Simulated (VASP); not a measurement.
Crystal: NaH.

```xyz
2
Lattice="0.0000 2.6097 2.6097 2.6097 0.0000 2.6097 2.6097 2.6097 0.0000" Properties=species:S:1:pos:R:3 pbc="T T T"
Na    0.0000    0.0000    0.0000
H     1.3048    1.3048    1.3048
```

* Program: VASP 6.6.1
* Task: relaxation of cell and atoms
* Functional: LDA
* Potentials or basis: VASP PAW LDA potentials, release 64 (Na_pv, H)
* Cutoff: 600 eV
* k mesh: 8 × 8 × 8
* Occupations: fermi-dirac, width 0.02 eV
* Spin: no spin polarisation

At the start: pressure -1.5 GPa; volume 17.77 Å³/atom.

Task: Where does the relaxation end?

Result: Over 4 steps the energy falls by 7.3 meV/atom and the volume is 16.27 Å³/atom (-8.4 %); space group F-43m (No. 216, to 0.1 Å) before and after.

The path:
```tsv
step	energy change (eV)	largest force (eV/Å)	pressure (GPa)	volume (Å³)
1	0.0000	0.0000	-1.48	35.55
2	-0.0068	0.0000	-1.11	34.71
3	-0.0138	0.0000	-0.38	33.24
4	-0.0146	0.0000	0.04	32.54
```

Final structure:
```cif
data_structure
_symmetry_space_group_name_H-M 'P 1'
_symmetry_Int_Tables_number 1
_cell_length_a 3.5836
_cell_length_b 3.5836
_cell_length_c 3.5836
_cell_angle_alpha 60.000
_cell_angle_beta 60.000
_cell_angle_gamma 60.000
_cell_volume 32.54
loop_
_atom_site_label
_atom_site_type_symbol
_atom_site_fract_x
_atom_site_fract_y
_atom_site_fract_z
_atom_site_occupancy
Na1 Na 0.00000 0.00000 0.00000 1
H1 H 0.25000 0.25000 0.25000 1
```

Caveat: the structure was generated, so it needn't be the stable form of NaH.
